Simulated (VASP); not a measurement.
A run of VASP 6.6.1:

File INCAR:

```
PREC = Accurate
ENCUT = 520
EDIFF = 1E-7
ISMEAR = -1
SIGMA = 0.08
LREAL = F
LASPH = T
NELM = 80
ALGO = Normal
ISIF = 2
LWAVE = F
LCHARG = F
GGA = PE
NBANDS = 9
```

File KPOINTS:

```
regular mesh
0
Gamma
  17 17 17
```

The input POSCAR:

```
Se
1.0
   -1.5838705861      1.5838705861      1.5838705861
    1.5838705861     -1.5838705861      1.5838705861
    1.5838705861      1.5838705861     -1.5838705861
Se
1
Direct
    0.0000000000      0.0000000000      0.0000000000
```

Potentials or basis: VASP PAW PBE potentials, release 64 (Se).

The run is started by

```sh
$ cat potpaw_PBE.64/Se/POTCAR > POTCAR
$ mpirun -np 1 vasp_std > vasp.out
```

Hardware: 1 thread of Intel(R) Xeon(R) Platinum 8259CL CPU @ 2.50GHz (Skylake/Cascade Lake), with other jobs on the host.

Estimate the wall time of this run.

Wall time 14 s on 1 thread of Intel(R) Xeon(R) Platinum 8259CL CPU @ 2.50GHz (Skylake/Cascade Lake), on a shared host, peak memory 0.14 GiB. Counts: scf iterations 10, k points 165.
